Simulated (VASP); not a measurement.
Sn: electric field gradients with LDA

Crystal: Sn.

```
Sn
1.0
    -3.00333    3.00333    1.59065
     3.00333   -3.00333    1.59065
     3.00333    3.00333   -1.59065
Sn
2
Direct
  0.00000 0.00000 0.00000
  0.75000 0.25000 0.50000
```

This cell differs from its parent crystal: equal xx and yy strain of +3 %.

```json
{"Program": "VASP 6.6.1", "Task": "electric field gradients", "Functional": "LDA", "Potentials or basis": "VASP PAW LDA potentials, release 64 (Sn_d)", "Cutoff": "400 eV", "k mesh": "15 × 15 × 15", "Occupations": "fermi-dirac, width 0.05 eV", "Spin": "no spin polarisation", "Dipole correction": "no", "Further INCAR settings": "ALGO = Normal; EDIFF = 1e-08; NBANDS = 21"}
```

```yaml
Pressure: -4.5 GPa
Band_gap_on_the_k_mesh: zero (bands 14 and 15 overlap by 3.82 eV)
Largest_electric_field_gradient_by_atom: Sn +27.8 V/Å²
```

Stress tensor (GPa, compression positive):
```
-4.69  0.00  0.00
 0.00 -4.69  0.00
 0.00  0.00 -3.98
```

Levels at points of the mesh, in eV from the Fermi level:
```tsv
k point	band 11	band 12	band 13	band 14	band 15	band 16	band 17	band 18
(0.00, 0.00, 0.00)	-10.73	-4.14	-1.90	-1.90	3.08	5.67	5.67	6.83
```

Electric field gradients, principal values (V/Å²):
```
atom    least   middle  greatest (by size)
1 Sn  -13.919  -13.929              27.848
2 Sn  -13.919  -13.929              27.848
```

Wall time 5.8 min on 1 thread of AMD EPYC 9755 128-Core Processor (shared host), peak memory 0.25 GiB.

Caveat: the cell differs from its parent crystal (equal xx and yy strain of +3 %); the cell stands under tension; without QUAD_EFG the Cq values of the log hold for a quadrupole moment of 1 mb, not for the nuclei; spin-orbit coupling is left out, which moves the levels of the heavy elements.
